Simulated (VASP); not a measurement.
Here is a VASP 6.6.1 calculation.

The input POSCAR:

```
ZrAu
1.0
    3.0919768291      0.0000000000      0.0000000000
    0.0000000000      3.0919768291      0.0000000000
    0.0000000000      0.0000000000      4.0774500158
Zr Au
1 1
Direct
    0.0000000000      0.0000000000      0.0000000000
    0.5000000000      0.5000000000      0.5000000000
```

File INCAR.step1:

```
SYSTEM = ZrAu
PREC = Accurate
ENCUT = 520
ISMEAR = 0
SIGMA = 0.1
LREAL = .FALSE.
LASPH = .TRUE.
NELM = 100
NBANDS = 18
GGA = PE
ALGO = Normal
EDIFF = 1E-4
LWAVE = .TRUE.
LCHARG = .FALSE.
```

Contents of INCAR.step2:

```
SYSTEM = ZrAu
PREC = Accurate
ENCUT = 520
EDIFF = 1E-7
ISMEAR = 0
SIGMA = 0.1
LREAL = .FALSE.
LASPH = .TRUE.
NELM = 100
ALGO = Normal
ISIF = 2
LWAVE = .FALSE.
LCHARG = .FALSE.
METAGGA = R2SCAN
LMIXTAU = .TRUE.
NBANDS = 18
ISTART = 1
```

Contents of KPOINTS:

```
regular mesh
0
G
  14 14 10
  0 0 0
```

Potentials or basis: VASP PAW PBE potentials, release 64 (Zr_sv, Au).

Launch:

```sh
$ cat potpaw_PBE.64/Zr_sv/POTCAR potpaw_PBE.64/Au/POTCAR > POTCAR
$ cp INCAR.step1 INCAR
$ mpirun -np 1 vasp_std > vasp.out
$ cp INCAR.step2 INCAR
$ mpirun -np 1 vasp_std > vasp.out
```

(1) Predict the pressure.

Results:

(1) 0.0 GPa.

Caveat: the PAW data sets were made with another functional, which shifts forces and pressure a little.
